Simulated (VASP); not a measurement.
Pd: single point with PBEsol

Crystal: Pd.

```
Pd
1.0
     0.00000    1.95136    1.95136
     1.95136    0.00000    1.95136
     1.95136    1.95136    0.00000
Pd
1
Direct
  0.00000 0.00000 0.00000
```

This cell differs from its parent crystal: volume scaled by 1.01.

```
Program             : VASP 6.6.1
Task                : single point
Functional          : PBEsol
Potentials or basis : VASP PAW PBE potentials, release 64 (Pd)
Cutoff              : 520 eV
k mesh              : 18 × 18 × 18
Occupations         : fermi-dirac, width 0.05 eV
Spin                : no spin polarisation
```

```yaml
Pressure: -4.4 GPa
Band_gap_on_the_k_mesh: zero (band 5 reaches 9.79 eV, above the bottom of band 6 at 8.22 eV)
```

Levels at points of the mesh, in eV from the Fermi level:
| k point | band 3 | band 4 | band 5 | band 6 | band 7 | band 8 |
| --- | --- | --- | --- | --- | --- | --- |
| (0.00, 0.00, 0.00) | -2.83 | -2.83 | -1.21 | -1.21 | 17.12 | 21.85 |
| (0.50, 0.00, 0.00) | -2.87 | -0.02 | -0.02 | 0.93 | 7.20 | 16.47 |
| (0.50, 0.50, 0.00) | -0.05 | 0.28 | 0.28 | 3.25 | 10.63 | 13.07 |

Run time: 9.5 s on 1 thread of Intel(R) Xeon(R) 6975P-C (Granite Rapids) (shared host), peak memory 0.16 GiB.

Caveat: the PAW data sets were made with another functional, which shifts forces and pressure a little.
